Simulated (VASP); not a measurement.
# AlGaN2 (P-4m2) in VASP: notebook

The runs below take AlGaN2 through single point, with r2SCAN.

Everything below comes from runs of VASP 6.6.1. Logs are shortened: lines on timing, memory, paths and dates and some standing lists are left out, and cuts for length are marked.

### Step 1. The cell of the first run

It takes space group P-4m2 (No. 115, tetragonal). The conventional cell has a = 3.217 Å, b = 3.217 Å, c = 4.201 Å, α = 90.00°, β = 90.00°, γ = 90.00°. Within 2.5 Å of Al (site symmetry -4m2) lie 4 N at 1.90 Å. Ga (site symmetry -4m2) has 4 N at 1.95 Å within 2.6 Å. N (site symmetry 2mm) has 2 Al at 1.90 Å and 2 Ga at 1.95 Å within 2.5 Å.

### Step 2. Single point, r2SCAN (strain +0.025 along x and y, -0.050 along z)

POSCAR

```
AlGaN2
1.0
    3.2169895805      0.0000000000      0.0000000000
    0.0000000000      3.2169895805      0.0000000000
    0.0000000000      0.0000000000      4.2012388912
Al Ga N
1 1 2
Direct
    0.5000000000      0.5000000000      0.5000000000
    0.0000000000      0.0000000000      0.0000000000
    0.5000000000      0.0000000000      0.7390831705
    0.0000000000      0.5000000000      0.2609168295
```

INCAR.step1

```
ALGO     = Normal         # electronic algorithm
EDIFF    = 1E-4           # SCF threshold, eV
ENCUT    = 520            # plane-wave cutoff, eV
GGA      = PE             # functional
ISMEAR   = 0              # smearing method
LASPH    = True           # aspherical terms in the spheres
LCHARG   = False          # write CHGCAR
LREAL    = False          # projectors in reciprocal space
LWAVE    = True           # write WAVECAR
NBANDS   = 21             # bands
NELM     = 60             # most SCF steps
PREC     = Accurate       # precision mode
SIGMA    = 0.05           # smearing width, eV
```

INCAR.step2

```
ALGO     = Normal         # electronic algorithm
EDIFF    = 1E-6           # SCF threshold, eV
ENCUT    = 520            # plane-wave cutoff, eV
ISIF     = 2              # what is computed and relaxed
ISMEAR   = 0              # smearing method
ISTART   = 1            
LASPH    = True           # aspherical terms in the spheres
LCHARG   = False          # write CHGCAR
LMIXTAU  = True         
LREAL    = False          # projectors in reciprocal space
LWAVE    = False          # write WAVECAR
METAGGA  = R2SCAN         # meta-GGA
NBANDS   = 21             # bands
NELM     = 60             # most SCF steps
PREC     = Accurate       # precision mode
SIGMA    = 0.05           # smearing width, eV
```

KPOINTS

```
k-points
0
Gamma
  8 8 6
```

Potentials or basis: VASP PAW PBE potentials, release 64 (Al, Ga_d, N).

Run with:

```console
$ cat potpaw_PBE.64/Al/POTCAR potpaw_PBE.64/Ga_d/POTCAR potpaw_PBE.64/N/POTCAR > POTCAR
$ cp INCAR.step1 INCAR
$ mpirun -np 1 vasp_std > vasp.out
$ cp INCAR.step2 INCAR
$ mpirun -np 1 vasp_std > vasp.out
```

OUTCAR:

```text
EDIFF = 1E-6
   ENCUT = 520
   ISIF = 2
   ISMEAR = 0
   ISTART = 1
   LASPH = True
   LREAL = False
   METAGGA = R2SCAN
   NELM = 60
   PREC = Accurate

 ion  position               nearest neighbor table
   1  0.500  0.500  0.500-   3 1.90   4 1.90   3 1.90   4 1.90   2 3.10   2 3.10   2 3.10   2 3.10
                             2 3.10   2 3.10   2 3.10   2 3.10
   2  0.000  0.000  0.000-   3 1.95   4 1.95   4 1.95   3 1.95   1 3.10   1 3.10   1 3.10   1 3.10
                             1 3.10   1 3.10   1 3.10   1 3.10
   3  0.500  0.000  0.739-   1 1.90   1 1.90   2 1.95   2 1.95
   4  0.000  0.500  0.261-   1 1.90   1 1.90   2 1.95   2 1.95

  LATTYP: Found a simple tetragonal cell.
 ALAT       =     3.2169895805
 C/A-ratio  =     1.3059535277

  Lattice vectors:

 A1 = (   3.2169895805,   0.0000000000,   0.0000000000)
 A2 = (   0.0000000000,   3.2169895805,   0.0000000000)
 A3 = (   0.0000000000,   0.0000000000,   4.2012388912)

Analysis of symmetry for initial positions (statically):
=====================================================================
 Subroutine PRICEL returns:
 Original cell was already a primitive cell.

 Routine SETGRP: Setting up the symmetry group for a
 simple tetragonal supercell.

 Subroutine GETGRP returns: Found  8 space group operations
 (whereof  8 operations were pure point group operations)
 out of a pool of 16 trial point group operations.

The static configuration has the point symmetry D_2d.

Analysis of symmetry for dynamics (positions and initial velocities):
=====================================================================
 Subroutine PRICEL returns:
 Original cell was already a primitive cell.

 Routine SETGRP: Setting up the symmetry group for a
 simple tetragonal supercell.

 Subroutine GETGRP returns: Found  8 space group operations
 (whereof  8 operations were pure point group operations)
 out of a pool of 16 trial point group operations.

The dynamic configuration has the point symmetry D_2d.

 Subroutine INISYM returns: Found  8 space group operations
 (whereof  8 operations are pure point group operations),
 and found     1 'primitive' translations

----------------------------------------------------------------------------------------

                                     Primitive cell

  volume of cell :      43.4787

  direct lattice vectors                    reciprocal lattice vectors
     3.216989580  0.000000000  0.000000000     0.310849624  0.000000000  0.000000000
[... 91 lines left out ...]
   LREAL  =      F    real-space projection
   EDIFFG = 0.1E-04   stopping-criterion for IOM
   NSW    =      0    number of steps for IOM
   IBRION =     -1    ionic relax: 0-MD 1-quasi-New 2-CG
   NFREE  =      0    steps in history (QN), initial steepest desc. (CG)
   ISIF   =      2    stress and relaxation
   ISYM   =      2    0-nonsym 1-usesym 2-fastsym
   POTIM  = 0.5000    time-step for ionic-motion
   TEBEG  =    0.0;   TEEND  =   0.0 temperature during run
   PSTRESS=    0.0 pullay stress
   NELECT =      26.0000    total number of electrons
   NUPDOWN=      -1.0000    fix difference up-down
   EMIN   =  10.00;   EMAX   =-10.00  energy-range for DOS
   EFERMI =   0.00;   METHOD = LEGACY
   ISMEAR =     0;   SIGMA  =   0.05  broadening in eV -4-tet -1-fermi 0-gaus
   EFERMI_NEDOS =   21; number of points for ismear=-14 and -15
   IALGO  =     38    algorithm
   IMIX   =      4    mixing-type and parameters
     AMIX     =   0.40;   BMIX     =  1.00
     AMIX_MAG =   1.60;   BMIX_MAG =  1.00
  volume/ion in A,a.u.               =      10.87        73.35
  Fermi-wavevector in a.u.,A,eV,Ry     =   1.379242  2.606389 25.882468  1.902308
  Thomas-Fermi vector in A             =   2.504229
   LORBIT       =      0    0 simple, 1 ext, 2 COOP (PROOUT), +10 PAW based schemes
   METAGGA = R2SCAN    functional components
   LHFCALC =     F    Hartree Fock is set to
   AEXX    =    0.0000 exact exchange contribution
   IVDW    =     0    specifies the selected vdW correction
   LEPSILON=     F    determine dielectric tensor
   LRPA    =     F    only Hartree local field effects (RPA)
 non-spin polarized calculation
 Gauss-broadening in eV      SIGMA  =   0.05
  energy-cutoff  :      520.00
  volume of cell :       43.48
 maximum number of plane-waves:      1200
 NGX is ok and might be reduce to    24
   NGX = 11   NGY = 11   NGZ = 15

 number of electron      25.9999996 magnetization

 Free energy of the ion-electron system (eV)
  ---------------------------------------------------
  ext. energy  EPLUGINS =         0.00000000
  ---------------------------------------------------
  free energy    TOTEN  =       -41.01007076 eV

  energy without entropy =      -41.01007076  energy(sigma->0) =      -41.01007076

 E-fermi :   5.7113     XC(G=0): -12.0923

 val. band max:        5.4113783100   @ k =   0.0000   0.0000   0.0000
 cond. band min:       8.8021951714   @ k =   0.0000   0.0000   0.0000
 fundamental gap:      3.3908168614
 Fermi energy:         5.7113298170

 k-point     1 :       0.0000    0.0000    0.0000
  band No.  band energies     occupation
      1     -10.8808      2.00000
      2      -9.2394      2.00000
      3      -7.9177      2.00000
      4      -7.9177      2.00000
      5      -7.8453      2.00000
      6      -7.6638      2.00000
[... 565 lines left out ...]
     20      18.4398      0.00000
     21      18.6009      0.00000

 [... further k-points ...]

------------------------ aborting loop because EDIFF is reached ----------------------------------------

  FORCE on cell =-STRESS in cart. coord.  units (eV):
  Direction    XX          YY          ZZ          XY          YZ          ZX
  --------------------------------------------------------------------------------------
  -------------------------------------------------------------------------------------
  Total       -0.7246880     -0.7246880      1.6130583      0.0000000      0.0000000      0.0000000
  in kB      -26.7045325    -26.7045325     59.4407073      0.0000000      0.0000000      0.0000000
  external PRESSURE =       2.0105474 kB  Pullay stress =       0.0000000 kB

 VOLUME and BASIS-vectors are now :
 -----------------------------------------------------------------------------
  energy-cutoff  :      520.00
  volume of cell :       43.48
      direct lattice vectors                 reciprocal lattice vectors
     3.216989580  0.000000000  0.000000000     0.310849624  0.000000000  0.000000000
     0.000000000  3.216989580  0.000000000     0.000000000  0.310849624  0.000000000
     0.000000000  0.000000000  4.201238891     0.000000000  0.000000000  0.238025027

 POSITION                                       TOTAL-FORCE (eV/Angst)
 -----------------------------------------------------------------------------------
      1.60849      1.60849      2.10062         0.000000      0.000000     -0.000000
      0.00000      0.00000      0.00000         0.000000     -0.000000     -0.000000
      1.60849      0.00000      3.10506         0.000000     -0.000000     -0.212475
      0.00000      1.60849      1.09617         0.000000     -0.000000      0.212475
 -----------------------------------------------------------------------------------
    total drift:                                0.000000      0.000000      0.000000

  FREE ENERGIE OF THE ION-ELECTRON SYSTEM (eV)
  ---------------------------------------------------
  free  energy   TOTEN  =       -41.0100707557 eV

  energy  without entropy=      -41.0100707557  energy(sigma->0) =      -41.01007076
```

OUTCAR.step1:

```text
EDIFF = 1E-4
   ENCUT = 520
   GGA = PE
   ISMEAR = 0
[... 808 lines left out ...]
      1.60849      1.60849      2.10062         0.000000      0.000000      0.000000
      0.00000      0.00000      0.00000         0.000000     -0.000000      0.000000
      1.60849      0.00000      3.10506        -0.000000     -0.000000     -0.237383
      0.00000      1.60849      1.09617         0.000000     -0.000000      0.237383
 -----------------------------------------------------------------------------------
    total drift:                                0.000000      0.000000     -0.000000

  FREE ENERGIE OF THE ION-ELECTRON SYSTEM (eV)
  ---------------------------------------------------
  free  energy   TOTEN  =       -26.9113224682 eV

  energy  without entropy=      -26.9113224682  energy(sigma->0) =      -26.91132247
```

Run time: 56 s. Hardware: 1 thread of Intel Xeon 6975P-C (Granite Rapids), shared host; peak memory 0.19 GiB.

What came out:

- Free energy: -41.0101 eV
- Pressure: 0.2 GPa
- Largest force: 0.212 eV/Å
- Band gap on the k mesh: 3.39 eV

Forces in eV/Å, atoms in the order of the input:
```
Al   0.000  0.000  0.000
Ga   0.000  0.000  0.000
N    0.000  0.000 -0.212
N    0.000  0.000  0.212
```

Levels at points of the mesh, in eV from the valence-band top:
```csv
k point,band 11,band 12,band 13,band 14,band 15,band 16
"(0.00, 0.00, 0.00)",-0.07,-0.07,0.00,3.39,3.88,7.55
"(0.50, 0.00, 0.00)",-2.52,-1.32,-1.00,7.63,7.69,8.26
"(0.50, 0.50, 0.00)",-2.09,-2.09,-2.03,4.04,4.04,7.56
"(0.00, 0.00, 0.50)",-1.86,-1.22,-1.22,6.01,6.27,8.44
"(0.50, 0.00, 0.50)",-0.82,-0.67,-0.25,5.75,7.16,10.06
"(0.50, 0.50, 0.50)",-3.36,-3.26,-3.26,7.33,7.33,9.77
```

Caveat: the cell differs from its parent crystal (strain +0.025 along x and y, -0.050 along z); the stress differs along the axes, from -3 to 6 GPa; the PAW data sets were made with another functional, which shifts forces and pressure a little.

### Step 3. Single point, r2SCAN (strain +0.000 along x and y, +0.025 along z)

POSCAR

```
AlGaN2
1.0
    3.1385264200      0.0000000000      0.0000000000
    0.0000000000      3.1385264200      0.0000000000
    0.0000000000      0.0000000000      4.5329156458
Al Ga N
1 1 2
Direct
    0.5000000000      0.5000000000      0.5000000000
    0.0000000000      0.0000000000      0.0000000000
    0.5000000000      0.0000000000      0.7390831705
    0.0000000000      0.5000000000      0.2609168295
```

INCAR.step1

```
PREC = Accurate
ENCUT = 520
ISMEAR = 0
SIGMA = 0.05
LREAL = F
LASPH = T
NELM = 80
NBANDS = 21
GGA = PE
ALGO = Normal
EDIFF = 1E-4
LWAVE = T
LCHARG = F
```

INCAR.step2

```
PREC = Accurate
ENCUT = 520
EDIFF = 1E-6
ISMEAR = 0
SIGMA = 0.05
LREAL = F
LASPH = T
NELM = 80
ALGO = Normal
ISIF = 2
LWAVE = F
LCHARG = T
METAGGA = R2SCAN
LMIXTAU = T
LELF = T
LVHAR = T
NBANDS = 21
ISTART = 1
```

KPOINTS

```
Automatic mesh
0
Gamma
  8 8 6
```

Potentials or basis: VASP PAW PBE potentials, release 64 (Al, Ga_d, N).

Run with:

```console
$ cat potpaw_PBE.64/Al/POTCAR potpaw_PBE.64/Ga_d/POTCAR potpaw_PBE.64/N/POTCAR > POTCAR
$ cp INCAR.step1 INCAR
$ mpirun -np 1 vasp_std > vasp.out
$ cp INCAR.step2 INCAR
$ mpirun -np 1 vasp_std > vasp.out
```

Run time: 69 s. Hardware: 1 thread of Intel Xeon 6975P-C (Granite Rapids), shared host; peak memory 0.2 GiB.

It converged, with:

```
Free energy            : -41.0535 eV
Pressure               : -4.5 GPa
Largest force          : 0.047 eV/Å
Band gap on the k mesh : 3.15 eV
```

Forces in eV/Å, atoms in the order of the input:
```
Al   0.000  0.000  0.000
Ga   0.000  0.000  0.000
N    0.000  0.000 -0.047
N    0.000  0.000  0.047
```

Stress tensor (GPa, compression positive):
```
-3.33  0.00  0.00
 0.00 -3.33  0.00
 0.00  0.00 -6.88
```

Levels at points of the mesh, in eV from the valence-band top:
| k point | band 11 | band 12 | band 13 | band 14 | band 15 | band 16 |
| --- | --- | --- | --- | --- | --- | --- |
| (0.00, 0.00, 0.00) | -0.31 | 0.00 | 0.00 | 3.15 | 4.11 | 8.46 |
| (0.50, 0.00, 0.00) | -3.00 | -0.96 | -0.57 | 7.55 | 7.73 | 8.79 |
| (0.50, 0.50, 0.00) | -2.36 | -2.36 | -2.35 | 3.75 | 3.75 | 6.66 |
| (0.00, 0.00, 0.50) | -1.53 | -0.92 | -0.92 | 5.67 | 5.75 | 8.48 |
| (0.50, 0.00, 0.50) | -0.94 | -0.76 | -0.47 | 5.56 | 7.06 | 9.86 |
| (0.50, 0.50, 0.50) | -3.30 | -3.18 | -3.18 | 6.54 | 6.54 | 9.24 |

Caveat: the cell differs from its parent crystal (strain +0.000 along x and y, +0.025 along z); the cell stands under tension; the PAW data sets were made with another functional, which shifts forces and pressure a little.
